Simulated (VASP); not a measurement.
Wanted: the native input for a VASP 6.6.1 run.

* Task: single point
* Functional: r2SCAN
* Potentials or basis: VASP PAW PBE potentials, release 64 (Ru_sv)
* Cutoff: 660 eV
* k mesh: 20 × 20 × 20
* Occupations: gaussian, width 0.05 eV
* Spin: no spin polarisation
* Dipole correction: no
* Further INCAR settings: ALGO = Normal; EDIFF = 1e-06; NBANDS = 14

Crystal: Ru.

```
CELL_PARAMETERS angstrom
-1.50507 1.50507 1.50507
1.50507 -1.50507 1.50507
1.50507 1.50507 -1.50507
ATOMIC_POSITIONS crystal
Ru 0.00000 0.00000 0.00000
```

This isn't the form of Ru at room conditions, which is hcp.

The input as run:

POSCAR

```
Ru
1.0
   -1.5050725061      1.5050725061      1.5050725061
    1.5050725061     -1.5050725061      1.5050725061
    1.5050725061      1.5050725061     -1.5050725061
Ru
1
Direct
    0.0000000000      0.0000000000      0.0000000000
```

INCAR.step1

```
SYSTEM = Ru
  PREC = Accurate
  ENCUT = 660
  ISMEAR = 0
  SIGMA = 0.05
  LREAL = .FALSE.
  LASPH = .TRUE.
  NELM = 120
  NBANDS = 14
  GGA = PE
  ALGO = Normal
  EDIFF = 1E-5
  LWAVE = .TRUE.
  LCHARG = .FALSE.
  GGA_COMPAT = .FALSE.
```

INCAR.step2

```
SYSTEM = Ru
  PREC = Accurate
  ENCUT = 660
  EDIFF = 1E-6
  ISMEAR = 0
  SIGMA = 0.05
  LREAL = .FALSE.
  LASPH = .TRUE.
  NELM = 120
  ALGO = Normal
  ISIF = 2
  LWAVE = .FALSE.
  LCHARG = .FALSE.
  METAGGA = R2SCAN
  LMIXTAU = .TRUE.
  NBANDS = 14
  ISTART = 1
  GGA_COMPAT = .FALSE.
```

KPOINTS

```
Automatic mesh
0
G
  20 20 20
  0 0 0
```

Potentials or basis: VASP PAW PBE potentials, release 64 (Ru_sv).

Launch:

```bash
$ cat potpaw_PBE.64/Ru_sv/POTCAR > POTCAR
$ cp INCAR.step1 INCAR
$ mpirun -np 1 vasp_std > vasp.out
$ cp INCAR.step2 INCAR
$ mpirun -np 1 vasp_std > vasp.out
```

It gave:

- Pressure: 6.9 GPa
- Band gap on the k mesh: zero (bands 8 and 9 overlap by 3.79 eV)

Caveat: the cell stands under pressure; the PAW data sets were made with another functional, which shifts forces and pressure a little.

It took 58 s on 1 thread of Intel(R) Xeon(R) 6975P-C (Granite Rapids), on a shared host, peak memory 0.19 GiB.
